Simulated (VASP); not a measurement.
Set up this calculation in VASP 6.6.1, as the native input.

* Task: single point
* Functional: PBE
* Potentials or basis: VASP PAW PBE potentials, release 64 (Tl_d, Cl)
* Cutoff: 500 eV
* k mesh: 8 × 8 × 8
* Occupations: fermi-dirac, width 0.1 eV
* Spin: no spin polarisation
* Dipole correction: no
* Further INCAR settings: ALGO = Normal; EDIFF = 1e-06; NBANDS = 17

The structure of TlCl (CsCl type) lies in POSCAR:

```
TlCl
1.0
    3.9000000000      0.0000000000      0.0000000000
    0.0000000000      3.9000000000      0.0000000000
    0.0000000000      0.0000000000      3.9000000000
Tl Cl
1 1
Direct
    0.0000000000      0.0000000000      0.0000000000
    0.5000000000      0.5000000000      0.5000000000
```

These files were run (other wordings do the same):

INCAR

```
SYSTEM = TlCl
PREC = Accurate
ENCUT = 500
EDIFF = 1E-6
ISMEAR = -1
SIGMA = 0.1
LREAL = .False.
LASPH = .True.
NELM = 120
ALGO = Normal
ISIF = 2
LWAVE = .False.
LCHARG = .False.
GGA = PE
NBANDS = 17
GGA_COMPAT = .False.
```

KPOINTS

```
regular mesh
0
Gamma
  8 8 8
  0 0 0
```

Potentials or basis: VASP PAW PBE potentials, release 64 (Tl_d, Cl).

The run is started by

```console
$ cat potpaw_PBE.64/Tl_d/POTCAR potpaw_PBE.64/Cl/POTCAR > POTCAR
$ mpirun -np 1 vasp_std > vasp.out
```

Results of the run:

```json
{"Pressure": "-0.1 GPa", "Band gap on the k mesh": "2.20 eV"}
```

Caveat: spin-orbit coupling is left out, which moves the levels of the heavy elements.

It took 26 s on 1 thread of Oxide Virtual Turin-like Processor (shared host), peak memory 0.14 GiB.
